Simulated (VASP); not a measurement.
## Ge: single point with RPBE

Ge:

```xyz
4
Lattice="2.9603 0.0000 0.0000 -1.4802 2.5637 0.0000 0.0000 0.0000 9.7069" Properties=species:S:1:pos:R:3 pbc="T T T"
Ge   -1.4802    2.5637    9.7069
Ge   -1.4802    2.5637    4.8534
Ge    0.0000    1.7091    2.4267
Ge    1.4802    0.8546    7.2802
```

This isn't the form of Ge at room conditions, which is diamond.

| Item | Value |
| --- | --- |
| Program | VASP 6.6.1 |
| Task | single point |
| Functional | RPBE |
| Potentials or basis | VASP PAW PBE potentials, release 64 (Ge_d) |
| Cutoff | 520 eV |
| k mesh | 13 × 13 × 4 |
| Occupations | fermi-dirac, width 0.1 eV |
| Spin | no spin polarisation |

```yaml
Pressure: 5.8 GPa
Band_gap_on_the_k_mesh: zero (bands 28 and 29 overlap by 9.72 eV)
```

Stress tensor (GPa, compression positive):
```
5.23 0.00 0.00
0.00 5.23 0.00
0.00 0.00 6.89
```

Levels at points of the mesh, in eV from the Fermi level:
```csv
k point,band 25,band 26,band 27,band 28,band 29,band 30,band 31,band 32
"(0.00, 0.00, 0.00)",-5.77,1.14,1.14,7.06,7.06,7.86,7.86,8.06
"(0.00, 0.00, 0.50)",-3.09,-3.09,5.90,5.90,7.31,7.31,7.31,7.31
```

Wall time 4.3 min on 1 thread of Intel Xeon 8259CL, on a shared host, peak memory 0.26 GiB.

Caveat: the cell stands under pressure; the PAW data sets were made with another functional, which shifts forces and pressure a little.
